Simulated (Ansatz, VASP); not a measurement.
AlIn2N3 in VASP and in Ansatz

```
In Al N
1.0
    -0.00306    5.91298    0.00005
     5.12441    2.95379   -5.52174
    -5.15527    2.95910   -5.54775
In Al N
8 4 12
Direct
  0.16540 0.49882 0.50374
  0.65787 0.00044 0.01910
  0.56927 0.75901 0.76382
  0.67688 0.67232 0.32781
  0.16189 0.17630 0.84615
  0.65837 0.33537 0.66406
  0.08116 0.92471 0.57937
  0.56715 0.42598 0.09567
  0.07956 0.24620 0.25242
  0.15091 0.84382 0.17577
  0.08059 0.58864 0.92944
  0.58443 0.08807 0.41377
  0.37392 0.99850 0.62824
  0.89757 0.46512 0.13702
  0.30262 0.66680 0.00093
  0.84057 0.15682 0.45235
  0.24729 0.42252 0.75184
  0.78670 0.91032 0.24779
  0.27017 0.73479 0.37226
  0.76124 0.23257 0.89784
  0.87360 0.79729 0.82807
  0.34425 0.28316 0.31911
  0.76140 0.56942 0.56741
  0.24499 0.05676 0.09192
```

Alike in both runs: functional PBE; k mesh 3 × 3 × 3; occupations gaussian, width 0.1 eV; no spin polarisation.

Ansatz relaxed the structure, and its values are those at the end. VASP's run is a single point on that final structure, the one shown.

|  | VASP | Ansatz |
| --- | --- | --- |
| version | VASP 6.6.1 | Ansatz 0.2.0 |
| potentials or method | VASP PAW PBE potentials, release 64 (In_d, Al, N), cutoff 520 eV | scalar-relativistic, plane waves, PAW |
| valence electrons in the cell | 176 | 176 |

VASP gave:

- gap on the k mesh at the Fermi level (eV): 0.73
- least direct gap on the mesh (eV): 0.73
- pressure (GPa): 0.1
- rms of the force components (eV/Å): 0.015

**Question.** What did Ansatz give for the same quantities?

**Answer.** gap on the k mesh at the Fermi level (eV): 0.74; least direct gap on the mesh (eV): 0.74; pressure (GPa): 0.0; rms of the force components (eV/Å): 0.007.

With one functional, cell and mesh, what is left measures potentials, basis and numerics.
